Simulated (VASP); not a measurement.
# TaN in VASP: relaxation of the atoms with PBE

Aim: the relaxation of the atoms of TaN with PBE.

All numbers are computed with VASP 6.6.1; they aren't measurements. Logs are shortened: lines on timing, memory, paths and dates and some standing lists are left out, and cuts for length are marked.

## 1. The cell of the first run

The cell holds a slab with vacuum, 8 atoms: a = 2.950 Å, b = 2.950 Å, c = 25.142 Å, α = 90.00°, β = 90.00°, γ = 120.00°.

## 2. Relaxation of the atoms, PBE

INCAR

```
SYSTEM = TaN
  PREC = Accurate
  ENCUT = 520
  EDIFF = 1E-6
  ISMEAR = 0
  SIGMA = 0.1
  LREAL = .FALSE.
  LASPH = .TRUE.
  NELM = 80
  ALGO = Fast
  ISIF = 2
  LWAVE = .FALSE.
  LCHARG = .FALSE.
  LDIPOL = .TRUE.
  IDIPOL = 3
  DIPOL = 0.5 0.5 0.500
  GGA = PE
  IBRION = 2
  NSW = 80
  EDIFFG = -0.02
```

KPOINTS

```
Automatic mesh
0
G
  12 12 1
  0 0 0
```

POSCAR

```
TaN
1.0
    2.9501846799      0.0000000000      0.0000000000
   -1.4750923400      2.5549348787      0.0000000000
    0.0000000000      0.0000000000     25.1422006063
Ta N
4 4
Direct
    0.3333333333      0.6666666667      0.2983032439
    0.3333333333      0.6666666667      0.4135585331
    0.3333333333      0.6666666667      0.5288138223
    0.3333333333      0.6666666667      0.6440691115
    0.0000000000      0.0000000000      0.3559308885
    0.0000000000      0.0000000000      0.4711861777
    0.0000000000      0.0000000000      0.5864414669
    0.0000000000      0.0000000000      0.7016967561
```

Potentials or basis: VASP PAW PBE potentials, release 64 (Ta_pv, N).

Started as:

```
> cat potpaw_PBE.64/Ta_pv/POTCAR potpaw_PBE.64/N/POTCAR > POTCAR
> mpirun -np 1 vasp_std > vasp.out
```

OUTCAR:

```text
SYSTEM = TaN
   PREC = Accurate
   ENCUT = 520
   EDIFF = 1E-6
   ISMEAR = 0
   LREAL = .FALSE.
   LASPH = .TRUE.
   NELM = 80
   ISIF = 2
   GGA = PE
   IBRION = 2
   NSW = 80
   EDIFFG = -0.02

 ion  position               nearest neighbor table
   1  0.333  0.667  0.298-   5 2.24   5 2.24   5 2.24   2 2.90
   2  0.333  0.667  0.414-   6 2.24   5 2.24   6 2.24   5 2.24   6 2.24   5 2.24   1 2.90   3 2.90

   3  0.333  0.667  0.529-   7 2.24   6 2.24   7 2.24   6 2.24   7 2.24   6 2.24   2 2.90   4 2.90

   4  0.333  0.667  0.644-   8 2.24   7 2.24   8 2.24   7 2.24   8 2.24   7 2.24   3 2.90
   5  0.000  0.000  0.356-   1 2.24   2 2.24   1 2.24   2 2.24   1 2.24   2 2.24
   6  0.000  0.000  0.471-   2 2.24   3 2.24   2 2.24   3 2.24   2 2.24   3 2.24
   7  0.000  0.000  0.586-   3 2.24   4 2.24   3 2.24   4 2.24   3 2.24   4 2.24
   8  0.000  0.000  0.702-   4 2.24   4 2.24   4 2.24

  LATTYP: Found a hexagonal cell.
 ALAT       =     2.9501846799
 C/A-ratio  =     8.5222463453

  Lattice vectors:

 A1 = (   2.9501846799,   0.0000000000,   0.0000000000)
 A2 = (  -1.4750923400,   2.5549348787,   0.0000000000)
 A3 = (   0.0000000000,   0.0000000000,  25.1422006063)

Analysis of symmetry for initial positions (statically):
=====================================================================
 Subroutine PRICEL returns:
 Original cell was already a primitive cell.

 Routine SETGRP: Setting up the symmetry group for a
 hexagonal supercell.

 Subroutine GETGRP returns: Found  6 space group operations
 (whereof  6 operations were pure point group operations)
 out of a pool of 24 trial point group operations.

The static configuration has the point symmetry C_3v.

Analysis of symmetry for dynamics (positions and initial velocities):
=====================================================================
 Subroutine PRICEL returns:
 Original cell was already a primitive cell.

 Routine SETGRP: Setting up the symmetry group for a
 hexagonal supercell.

 Subroutine GETGRP returns: Found  6 space group operations
 (whereof  6 operations were pure point group operations)
 out of a pool of 24 trial point group operations.

The dynamic configuration has the point symmetry C_3v.

 Subroutine INISYM returns: Found  6 space group operations
 (whereof  6 operations are pure point group operations),
 and found     1 'primitive' translations

----------------------------------------------------------------------------------------

                                     Primitive cell

  volume of cell :     189.5101

  direct lattice vectors                    reciprocal lattice vectors
     2.950184680  0.000000000  0.000000000     0.338961831  0.195699704  0.000000000
    -1.475092340  2.554934879  0.000000000     0.000000000  0.391399408  0.000000000
     0.000000000  0.000000000 25.142200606     0.000000000  0.000000000  0.039773766

  length of vectors
     2.950184680  2.950184680 25.142200606     0.391399408  0.391399408  0.039773766

  position of ions in fractional coordinates (direct lattice)
     0.333333333  0.666666667  0.298303244
     0.333333333  0.666666667  0.413558533
     0.333333333  0.666666667  0.528813822
     0.333333333  0.666666667  0.644069112
     0.000000000  0.000000000  0.355930888
     0.000000000  0.000000000  0.471186178
     0.000000000  0.000000000  0.586441467
     0.000000000  0.000000000  0.701696756

  ion indices of the primitive-cell ions
   primitive index   ion index
                 1           1
                 2           2
                 3           3
                 4           4
                 5           5
                 6           6
                 7           7
                 8           8

----------------------------------------------------------------------------------------

 KPOINTS: Automatic mesh

Automatic generation of k-mesh.
 Grid dimensions read from file:
 generate k-points for:   12   12    1

 Generating k-lattice:

  Cartesian coordinates                     Fractional coordinates (reciprocal lattice)
     0.028246819  0.016308309  0.000000000     0.083333333  0.000000000  0.000000000
     0.000000000  0.032616617  0.000000000     0.000000000  0.083333333  0.000000000
     0.000000000  0.000000000  0.039773766     0.000000000  0.000000000  1.000000000

  Length of vectors
     0.032616617  0.032616617  0.039773766

  Shift w.r.t. Gamma in fractional coordinates (k-lattice)
     0.000000000  0.000000000  0.000000000

 Subroutine IBZKPT returns following result:
 ===========================================

 Found     19 irreducible k-points:

 Following reciprocal coordinates:
            Coordinates               Weight
  0.000000  0.000000  0.000000      1.000000
  0.083333  0.000000  0.000000      6.000000
  0.166667  0.000000  0.000000      6.000000
  0.250000  0.000000  0.000000      6.000000
  0.333333 -0.000000  0.000000      6.000000
  0.416667  0.000000  0.000000      6.000000
[... 11 lines left out ...]
  0.333333  0.250000  0.000000     12.000000
  0.333333  0.333333  0.000000      2.000000
   k-points           NKPTS =     19   k-points in BZ     NKDIM =     19   number of bands    NBANDS=     38
   number of dos      NEDOS =    301   number of ions     NIONS =      8
   total plane-waves  NPLWV = 110592
   dimension x,y,z NGX =    24 NGY =   24 NGZ =  192
   dimension x,y,z NGXF=    48 NGYF=   48 NGZF=  384
   ions per type =               4   4
   NGX,Y,Z   is equivalent  to a cutoff of  13.52, 13.52, 12.70 a.u.
   NGXF,Y,Z  is equivalent  to a cutoff of  27.05, 27.05, 25.39 a.u.
 SYSTEM =  TaN
   PREC   = accura    normal or accurate (medium, high low for compatibility)
   ISTART =      0    job   : 0-new  1-cont  2-samecut
   ICHARG =      2    charge: 1-file 2-atom 10-const
   ISPIN  =      1    spin polarized calculation?
   LNONCOLLINEAR =      F non collinear calculations
   LSORBIT =      F    spin-orbit coupling
   LASPH  =      T    aspherical Exc in radial PAW
   ENCUT  =  520.0 eV  38.22 Ry    6.18 a.u.   5.49  5.49 46.75*2*pi/ulx,y,z
   NELM   =     80;   NELMIN=  2; NELMDL= -5     # of ELM steps
   EDIFF  = 0.1E-05   stopping-criterion for ELM
   LREAL  =      F    real-space projection
   EDIFFG = -.2E-01   stopping-criterion for IOM
   NSW    =     80    number of steps for IOM
   IBRION =      2    ionic relax: 0-MD 1-quasi-New 2-CG
   NFREE  =      1    steps in history (QN), initial steepest desc. (CG)
   ISIF   =      2    stress and relaxation
   ISYM   =      2    0-nonsym 1-usesym 2-fastsym
   POTIM  = 0.5000    time-step for ionic-motion
   TEBEG  =    0.0;   TEEND  =   0.0 temperature during run
   PSTRESS=    0.0 pullay stress
   NELECT =      64.0000    total number of electrons
   NUPDOWN=      -1.0000    fix difference up-down
   EMIN   =  10.00;   EMAX   =-10.00  energy-range for DOS
   EFERMI =   0.00;   METHOD = LEGACY
   ISMEAR =     0;   SIGMA  =   0.10  broadening in eV -4-tet -1-fermi 0-gaus
   EFERMI_NEDOS =   21; number of points for ismear=-14 and -15
   IALGO  =     68    algorithm
   IMIX   =      4    mixing-type and parameters
     AMIX     =   0.40;   BMIX     =  1.00
     AMIX_MAG =   1.60;   BMIX_MAG =  1.00
  volume/ion in A,a.u.               =      23.69       159.86
  Fermi-wavevector in a.u.,A,eV,Ry     =   1.140050  2.154383 17.683695  1.299715
  Thomas-Fermi vector in A             =   2.276753
   LORBIT       =      0    0 simple, 1 ext, 2 COOP (PROOUT), +10 PAW based schemes
   GGA     = PE    functional components
   LHFCALC =     F    Hartree Fock is set to
   AEXX    =    0.0000 exact exchange contribution
   IVDW    =     0    specifies the selected vdW correction
   LEPSILON=     F    determine dielectric tensor
   LRPA    =     F    only Hartree local field effects (RPA)
 conjugate gradient relaxation of ions
 non-spin polarized calculation
 RMM-DIIS sequential band-by-band and
 Gauss-broadening in eV      SIGMA  =   0.10
  energy-cutoff  :      520.00
  volume of cell :      189.51
 maximum number of plane-waves:      5193
 NGX is ok and might be reduce to    24
   NGX = 11   NGY = 11   NGZ = 93

--------------------------------------- Ionic step        1  -------------------------------------------

 number of electron      64.0000009 magnetization

 Free energy of the ion-electron system (eV)
  ---------------------------------------------------
  ext. energy  EPLUGINS =         0.00000000
  ---------------------------------------------------
  free energy    TOTEN  =       -84.85811367 eV

  energy without entropy =      -84.83035241  energy(sigma->0) =      -84.84423304

------------------------ aborting loop because EDIFF is reached ----------------------------------------

  FORCE on cell =-STRESS in cart. coord.  units (eV):
  Direction    XX          YY          ZZ          XY          YZ          ZX
  --------------------------------------------------------------------------------------
  -------------------------------------------------------------------------------------
  Total       -1.0712636     -1.0712636     -7.3583094      0.0000000     -0.0000000      0.0000000
  in kB       -9.0567961     -9.0567961    -62.2094417      0.0000000     -0.0000000      0.0000000
  external PRESSURE =     -26.7743446 kB  Pullay stress =       0.0000000 kB
[... 31 lines left out ...]
 number of electron      64.0000009 magnetization

------------------------ aborting loop because EDIFF is reached ----------------------------------------

 vacuum level on the upper side and lower side of the slab       (xc-potential included)        -0.259        -0.223

  FORCE on cell =-STRESS in cart. coord.  units (eV):
  Direction    XX          YY          ZZ          XY          YZ          ZX
  --------------------------------------------------------------------------------------
  -------------------------------------------------------------------------------------
  Total        7.6192022      7.6192022     -1.6708803     -0.0000000      0.0000000     -0.0000000
  in kB       64.4151107     64.4151107    -14.1261431     -0.0000000      0.0000000     -0.0000000
  external PRESSURE =      38.2346927 kB  Pullay stress =       0.0000000 kB
[... 23 lines left out ...]
  FREE ENERGIE OF THE ION-ELECTRON SYSTEM (eV)
  ---------------------------------------------------
  free  energy   TOTEN  =       -85.4926493285 eV

  energy  without entropy=      -85.4754388199  energy(sigma->0) =      -85.48404407

 dipolmoment           0.000000      0.000000     -0.113301 electrons x Angstroem

--------------------------------------- Ionic step        3  -------------------------------------------

 number of electron      64.0000009 magnetization

------------------------ aborting loop because EDIFF is reached ----------------------------------------
[... 31 lines left out ...]
  FREE ENERGIE OF THE ION-ELECTRON SYSTEM (eV)
  ---------------------------------------------------
  free  energy   TOTEN  =       -86.2235404274 eV

  energy  without entropy=      -86.2087470287  energy(sigma->0) =      -86.21614373

[... ionic steps 4 to 15 ...]

--------------------------------------- Ionic step       16  -------------------------------------------

 number of electron      64.0000009 magnetization

------------------------ aborting loop because EDIFF is reached ----------------------------------------
[... 79 lines left out ...]
--------------------------------------- Ionic step       18  -------------------------------------------

 number of electron      64.0000009 magnetization

 dipolmoment           0.000000      0.000000      0.053427 electrons x Angstroem

 Free energy of the ion-electron system (eV)
  ---------------------------------------------------
  ext. energy  EPLUGINS =         0.00000000
  ---------------------------------------------------
  free energy    TOTEN  =       -86.31209983 eV

  energy without entropy =      -86.29648254  energy(sigma->0) =      -86.30429119

 E-fermi :   0.5118     XC(G=0):  -6.8779

 val. band max:        0.4698696897   @ k =   0.3333   0.2500   0.0000
 cond. band min:       0.5878254116   @ k =   0.0833   0.0000   0.0000
 fundamental gap:      0.1179557219
 Fermi energy:         0.5117947862

 k-point     1 :       0.0000    0.0000    0.0000
  band No.  band energies     occupation
      1     -34.8218      2.00000
      2     -34.6174      2.00000
      3     -34.3196      2.00000
      4     -34.1224      2.00000
      5     -34.0137      2.00000
      6     -34.0137      2.00000
[... 768 lines left out ...]
     37       3.8783      0.00000
     38       3.8932      0.00000

------------------------ aborting loop because EDIFF is reached ----------------------------------------

 vacuum level on the upper side and lower side of the slab       (xc-potential included)         0.558        -0.718

  FORCE on cell =-STRESS in cart. coord.  units (eV):
  Direction    XX          YY          ZZ          XY          YZ          ZX
  --------------------------------------------------------------------------------------
  -------------------------------------------------------------------------------------
  Total        2.1225675      2.1225675     -0.1085821     -0.0000000      0.0000000      0.0000000
  in kB       17.9448469     17.9448469     -0.9179870     -0.0000000      0.0000000      0.0000000
  external PRESSURE =      11.6572356 kB  Pullay stress =       0.0000000 kB
[... 23 lines left out ...]
  FREE ENERGIE OF THE ION-ELECTRON SYSTEM (eV)
  ---------------------------------------------------
  free  energy   TOTEN  =       -86.3120998305 eV

  energy  without entropy=      -86.2964825427  energy(sigma->0) =      -86.30429119

 reached required accuracy - stopping structural energy minimisation

 vacuum level on the upper side and lower side of the slab         6.840         5.525
```

It took 63 min on 1 thread of Oxide Virtual Turin-like, shared host; peak memory 0.36 GiB.

Results:

```yaml
Free_energy: -86.3121 eV
Energy_gained_by_relaxing: 181.7 meV/atom
Ionic_steps: 18
Largest_force_after_relaxing: 0.018 eV/Å
Band_gap_on_the_k_mesh: zero (bands 32 and 33 overlap by 0.88 eV)
```

Forces on the atoms (eV/Å):
```
Ta   0.000  0.000 -0.005
Ta   0.000  0.000  0.006
Ta   0.000  0.000  0.018
Ta   0.000  0.000  0.004
N    0.000  0.000 -0.002
N    0.000  0.000  0.000
N    0.000  0.000 -0.014
N    0.000  0.000 -0.008
```

The path:
```csv
step,energy change (eV),largest force (eV/Å),pressure (GPa)
1,0.0000,6.9883,-2.68
2,-0.6345,6.6269,3.82
3,-1.3654,0.9600,-0.46
4,-1.3654,0.9512,-0.56
5,-1.4202,0.4170,-0.11
6,-1.4207,0.4777,-0.06
7,-1.4393,0.2839,0.13
8,-1.4393,0.2810,0.14
9,-1.4459,0.2180,0.45
10,-1.4463,0.2746,0.54
11,-1.4513,0.1213,0.72
12,-1.4517,0.1291,0.80
13,-1.4533,0.0927,1.04
14,-1.4533,0.1090,1.06
15,-1.4538,0.0482,1.20
16,-1.4540,0.0233,1.16
17,-1.4540,0.0244,1.16
18,-1.4540,0.0183,1.17
```

Final structure:
```yaml
crystal:
  lattice:
    - [2.95018, 0.00000, 0.00000]
    - [-1.47509, 2.55493, 0.00000]
    - [0.00000, 0.00000, 25.14220]
  atoms:
    - { symbol: Ta, position: [0.33333, 0.66667, 0.29956] }
    - { symbol: Ta, position: [0.33333, 0.66667, 0.41468] }
    - { symbol: Ta, position: [0.33333, 0.66667, 0.53030] }
    - { symbol: Ta, position: [0.33333, 0.66667, 0.64887] }
    - { symbol: N, position: [0.00000, 0.00000, 0.35805] }
    - { symbol: N, position: [0.00000, 0.00000, 0.47203] }
    - { symbol: N, position: [0.00000, 0.00000, 0.58579] }
    - { symbol: N, position: [0.00000, 0.00000, 0.69072] }
```

Caveat: spin-orbit coupling is left out, which moves the levels of the heavy elements.

The gap in the log of VASP goes by the Fermi energy; the results here count the filled bands.